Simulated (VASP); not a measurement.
Set up this calculation in VASP 6.6.1, as the native input.

```
Task                   : single point
Functional             : PBE
Potentials or basis    : VASP PAW PBE potentials, release 64 (Sc_sv, Ga_d, S)
Cutoff                 : 520 eV
k mesh                 : 4 × 4 × 2
Occupations            : gaussian, width 0.2 eV
Spin                   : no spin polarisation
Dipole correction      : no
Further INCAR settings : ALGO = Normal; EDIFF = 1e-06; NBANDS = 50
```

The structure of ScGa5S lies in POSCAR:

```
ScGa5S
1.0
    5.2406782597      0.0000000000      0.0000000000
    0.0000000000      5.2406782597      0.0000000000
    0.0000000000      0.0000000000      6.6062408740
Sc Ga S
1 5 1
Direct
    0.5000000000      0.5000000000      0.1735330959
    0.7485509895      0.7485509895      0.5074804779
    0.2514490105      0.2514490105      0.5074804779
    0.2514490105      0.7485509895      0.5074804779
    0.7485509895      0.2514490105      0.5074804779
    0.0000000000      0.0000000000      0.1529571013
    0.5000000000      0.5000000000      0.8022646111
```

One way to write it, as run:

INCAR

```
SYSTEM = ScGa5S
  ALGO = Normal
  EDIFF = 1E-6
  ENCUT = 520
  GGA = PE
  ISIF = 2
  ISMEAR = 0
  LASPH = .TRUE.
  LCHARG = .TRUE.
  LELF = .TRUE.
  LREAL = .FALSE.
  LVHAR = .TRUE.
  LWAVE = .FALSE.
  NBANDS = 50
  NELM = 60
  PREC = Accurate
  SIGMA = 0.2
```

KPOINTS

```
k-points
0
G
  4 4 2
  0 0 0
```

Potentials or basis: VASP PAW PBE potentials, release 64 (Sc_sv, Ga_d, S).

Command:

```console
$ cat potpaw_PBE.64/Sc_sv/POTCAR potpaw_PBE.64/Ga_d/POTCAR potpaw_PBE.64/S/POTCAR > POTCAR
$ mpirun -np 1 vasp_std > vasp.out
```

Results of the run:

```
Pressure               : 0.2 GPa
Largest force          : 0.112 eV/Å
Band gap on the k mesh : zero (band 41 reaches 4.10 eV, above the bottom of band 42 at 2.89 eV)
```

Caveat: the k points lie up to 0.48 Å⁻¹ apart.

Run time: 110 s on 1 thread of Intel(R) Xeon(R) Platinum 8488C (Sapphire Rapids) (shared host), peak memory 0.31 GiB.
